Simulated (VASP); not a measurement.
Here is a VASP 6.6.1 calculation.

Contents of POSCAR:

```
TaN
1.0
    0.0000000000      2.1063316532      2.1063316532
    2.1063316532      0.0000000000      2.1063316532
    2.1063316532      2.1063316532      0.0000000000
Ta N
1 1
Direct
    0.0000000000      0.0000000000      0.0000000000
    0.5000000000      0.5000000000      0.5000000000
```

INCAR.step1

```
PREC = Accurate
ENCUT = 520
ISMEAR = -1
SIGMA = 0.05
LREAL = F
LASPH = T
NELM = 80
NBANDS = 15
GGA = PE
ALGO = Normal
EDIFF = 1E-4
LWAVE = T
LCHARG = F
```

INCAR.step2

```
PREC = Accurate
ENCUT = 520
EDIFF = 1E-6
ISMEAR = -1
SIGMA = 0.05
LREAL = F
LASPH = T
NELM = 80
ALGO = Normal
ISIF = 2
LWAVE = F
LCHARG = F
METAGGA = R2SCAN
LMIXTAU = T
NBANDS = 15
ISTART = 1
```

File KPOINTS:

```
Automatic mesh
0
Gamma
  15 15 15
```

Potentials or basis: VASP PAW PBE potentials, release 64 (Ta_pv, N).

Launch:

```sh
$ cat potpaw_PBE.64/Ta_pv/POTCAR potpaw_PBE.64/N/POTCAR > POTCAR
$ cp INCAR.step1 INCAR
$ mpirun -np 1 vasp_std > vasp.out
$ cp INCAR.step2 INCAR
$ mpirun -np 1 vasp_std > vasp.out
```

**Question.** What does it give for the band gap on the k mesh?

**Answer.** Zero (band 8 reaches 13.42 eV, above the bottom of band 9 at 8.57 eV).

**Question.** What does it give for the pressure?

**Answer.** 62.6 GPa.

Caveat: the PAW data sets were made with another functional, which shifts forces and pressure a little; spin-orbit coupling is left out, which moves the levels of the heavy elements.
